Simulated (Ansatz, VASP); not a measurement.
# Two plane-wave programs on GaP

```
Ga P
1.0
     0.00000    2.73346    2.73346
     2.73346    0.00000    2.73346
     2.73346    2.73346    0.00000
Ga P
1 1
Cartesian
  0.0000 0.0000 0.0000
  1.3667 1.3667 1.3667
```

Alike in both runs: task single point; functional PBEsol; k mesh 6 × 6 × 6; occupations gaussian, width 0.05 eV; no spin polarisation.

```csv
,VASP,Ansatz
version,VASP 6.6.1,Ansatz 0.2.0
potentials or method,"VASP PAW PBE potentials, release 64 (Ga_d, P), cutoff 520 eV","scalar-relativistic, plane waves, PAW"
valence electrons in the cell,18,18
```

|  | VASP | Ansatz | Ansatz less VASP |
| --- | --- | --- | --- |
| gap on the k mesh at the Fermi level (eV) | 1.53 | 1.53 | -0.002 |
| least direct gap on the mesh (eV) | 1.67 | 1.67 | -0.006 |
| pressure (GPa) | -1.3 | -1.3 | +0.08 |

VASP's potentials were made for PBE, not for PBEsol. With one functional, cell and mesh, what is left measures potentials, basis and numerics.
